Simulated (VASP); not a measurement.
Input of a VASP 6.6.1 run:

Contents of INCAR:

```
SYSTEM = MgZn4O
  PREC = Accurate
  ENCUT = 520
  EDIFF = 1E-6
  ISMEAR = 0
  SIGMA = 0.2
  LREAL = .False.
  LASPH = .True.
  NELM = 100
  ALGO = Normal
  ISIF = 2
  LWAVE = .False.
  LCHARG = .True.
  GGA = PE
  LELF = .True.
  LVHAR = .True.
  NBANDS = 37
```

File KPOINTS:

```
Automatic mesh
0
Gamma
  4 4 4
  0 0 0
```

The input POSCAR:

```
MgZn4O
1.0
    4.1879982301      0.0000000000      0.0000000000
    0.0000000000      4.6330168515      2.6829325225
    0.0000000000     -4.6330168515      2.6829325225
Mg Zn O
1 4 1
Direct
    0.0000000000      0.8870538853      0.8870538853
    0.5000000000      0.4961768174      0.8987666910
    0.5000000000      0.8987666910      0.4961768174
    0.0000000000      0.5934687148      0.2353880797
    0.0000000000      0.2353880797      0.5934687148
    0.0000000000      0.2386141317      0.2386141317
```

Potentials or basis: VASP PAW PBE potentials, release 64 (Mg, Zn, O).

Run with:

```sh
$ cat potpaw_PBE.64/Mg/POTCAR potpaw_PBE.64/Zn/POTCAR potpaw_PBE.64/O/POTCAR > POTCAR
$ mpirun -np 1 vasp_std > vasp.out
```

(1) What does it give for the largest force?

(2) Estimate the pressure.

(3) What does it give for the band gap on the k mesh?

Results:

(1) 0.077 eV/Å.

(2) 0.0 GPa.

(3) zero (band 28 reaches 3.61 eV, above the bottom of band 29 at 1.28 eV).

Caveat: the k points lie up to 0.38 Å⁻¹ apart.
